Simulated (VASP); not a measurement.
Here is a VASP 6.6.1 calculation.

Contents of INCAR:

```
SYSTEM = C
PREC = Accurate ; ENCUT = 520
EDIFF = 1E-6 ; ISMEAR = 0
SIGMA = 0.15 ; LREAL = .FALSE.
LASPH = .TRUE. ; NELM = 100
ALGO = Normal ; ISIF = 2
LWAVE = .FALSE. ; LCHARG = .FALSE.
GGA = PS ; IVDW = 12
NBANDS = 16
```

KPOINTS

```
regular mesh
0
G
  21 21 8
  0 0 0
```

POSCAR

```
C
1.0
    2.3994510073      0.0000000000      0.0000000000
   -1.1997255037      2.0779855274      0.0000000000
    0.0000000000      0.0000000000      6.9051401087
C
4
Direct
    0.0000000000      0.0000000000      0.0025000000
    0.0000000000      0.0000000000      0.5025000000
    0.3333333333      0.6666666667      0.0025000000
    0.6666666667      0.3333333333      0.5025000000
```

Potentials or basis: VASP PAW PBE potentials, release 64 (C).

Launch:

```sh
$ cat potpaw_PBE.64/C/POTCAR > POTCAR
$ mpirun -np 1 vasp_std > vasp.out
```

(1) Predict the pressure.

(2) Predict the band gap on the k mesh.

## Answers

(1) 23.4 GPa.

(2) zero (bands 8 and 9 overlap by 0.02 eV).

Caveat: the cell stands under pressure; the PAW data sets were made with another functional, which shifts forces and pressure a little.
